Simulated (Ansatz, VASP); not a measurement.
**Two plane-wave programs on NiO**

The input INCAR:

```
SYSTEM = NiO
  PREC = Accurate
  ENCUT = 600
  EDIFF = 1E-6
  ISMEAR = -1
  SIGMA = 0.05
  LREAL = .FALSE.
  LASPH = .TRUE.
  NELM = 200
  ALGO = Normal
  ISIF = 2
  LWAVE = .FALSE.
  LCHARG = .TRUE.
  ISPIN = 2
  MAGMOM = 1 0
  LORBIT = 11
  LMAXMIX = 4
  GGA = PE
  LELF = .TRUE.
  LVHAR = .TRUE.
  NBANDS = 23
  GGA_COMPAT = .FALSE.
```

The input KPOINTS:

```
regular mesh
0
G
  10 10 10
  0 0 0
```

Contents of POSCAR:

```
NiO
1.0
    0.0000000000      2.2369323500      2.2369323500
    2.2369323500      0.0000000000      2.2369323500
    2.2369323500      2.2369323500      0.0000000000
Ni O
1 1
Direct
    0.0000000000      0.0000000000      0.0000000000
    0.2500000000      0.2500000000      0.2500000000
```

The input input.yaml:

```yaml
crystal:
  lattice:
    - [0.0, 2.23693235, 2.23693235]
    - [2.23693235, 0.0, 2.23693235]
    - [2.23693235, 2.23693235, 0.0]
  atoms:
    - { symbol: Ni, position: [0.0, 0.0, 0.0], spin: 1.0 }
    - { symbol: O, position: [0.25, 0.25, 0.25] }
hamiltonian:
  xc: pbe
  pseudopotentials: { kind: paw }
magnetization:
  spin_polarized: true
kpoints:
  mp_grid: { grid: [10, 10, 10] }
scf:
  occupations: { method: fermi_dirac, width: 0.05 }
output:
  forces: true
  stress: true
  eigenvalues: true
```

Alike in both runs: task single point; functional PBE; k mesh 10 × 10 × 10; occupations fermi-dirac, width 0.05 eV; collinear spin.

|  | VASP | Ansatz |
| --- | --- | --- |
| version | VASP 6.6.1 | Ansatz 0.2.0 |
| potentials or method | VASP PAW PBE potentials, release 64 (Ni_sv_GW, O) | Ansatz PAW |
| plane-wave cutoff (eV) | 600 | 420 |
| valence electrons in the cell | 24 | 24 |

Ansatz gave:

- gap on the k mesh at the Fermi level (eV): none
- pressure (GPa): 0.8
- net moment per atom (μB): 0.96
- size of the moment on the site where the two differ most (μB): 1.46

What did VASP give for the same quantities?

gap on the k mesh at the Fermi level (eV): none; pressure (GPa): -0.8; net moment per atom (μB): 0.96; size of the moment on the site where the two differ most (μB): 1.52.

Site moments also hang on the region over which each program counts them. A gap of «none» marks a metal or a gap that the smearing closes.
